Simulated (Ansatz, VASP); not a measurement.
**ZnSe: VASP beside Ansatz**

File INCAR:

```
SYSTEM = ZnSe
PREC = Accurate
ENCUT = 520
EDIFF = 1E-6
ISMEAR = 0
SIGMA = 0.05
LREAL = .FALSE.
LASPH = .TRUE.
NELM = 100
ALGO = Normal
ISIF = 2
LWAVE = .FALSE.
LCHARG = .FALSE.
GGA = PS
NBANDS = 26
```

Contents of KPOINTS:

```
regular mesh
0
G
  8 8 6
  0 0 0
```

The input POSCAR:

```
ZnSe
1.0
    4.1670000000      0.0000000000      0.0000000000
    0.0000000000      4.1670000000      0.0000000000
    0.0000000000      0.0000000000      6.1921000000
Zn Se
2 2
Direct
    0.0000000000      0.0000000000      0.0000000000
    0.5000000000      0.5000000000      0.0000000000
    0.0000000000      0.5000000000      0.2681677050
    0.5000000000      0.0000000000      0.7318322950
```

Input for Ansatz:

```yaml
crystal:
  lattice:
    - [4.167, 0.0, 0.0]
    - [0.0, 4.167, 0.0]
    - [0.0, 0.0, 6.1921]
  atoms:
    - { symbol: Zn, position: [0.0, 0.0, 0.0] }
    - { symbol: Zn, position: [0.5, 0.5, 0.0] }
    - { symbol: Se, position: [0.0, 0.5, 0.268167705] }
    - { symbol: Se, position: [0.5, 0.0, 0.731832295] }
basis:
  ecutwfc: 520.0
kpoints:
  mp_grid: { grid: [8, 8, 6] }
hamiltonian:
  xc: pbesol
  pseudopotentials: { kind: paw, azcp: { folder: soft_1 } }
scf:
  occupations: { method: gaussian, width: 0.05 }
output:
  forces: true
  stress: true
  eigenvalues: true
```

Alike in both runs: task single point; functional PBEsol; k mesh 8 × 8 × 6; occupations gaussian, width 0.05 eV; no spin polarisation.

```csv
,VASP,Ansatz
version,VASP 6.6.1,Ansatz 0.2.0
potentials or method,"VASP PAW PBE potentials, release 64 (Zn, Se), cutoff 520 eV","scalar-relativistic, plane waves, PAW"
valence electrons in the cell,36,56
```

```csv
,VASP,Ansatz,Ansatz less VASP
gap on the k mesh at the Fermi level (eV),1.36,1.36,-0.001
least direct gap on the mesh (eV),1.36,1.36,-0.001
pressure (GPa),-7.5,-7.6,-0.12
"traceless stress, the component that is largest in VASP (GPa)",-1.68,-1.70,-0.020
rms of the force components (eV/Å),0.709,0.721,+0.0118
```

VASP's potentials were made for PBE, not for PBEsol, and Ansatz warns of the same on its side. Atom by atom the forces differ by 0.012 eV/Å (rms over components). The functional is the same, so the differences come from potentials, cutoffs and numerics. VASP's potentials hold 36 valence electrons a cell and Ansatz's 56, so a difference there can come from the potentials and not from the codes.
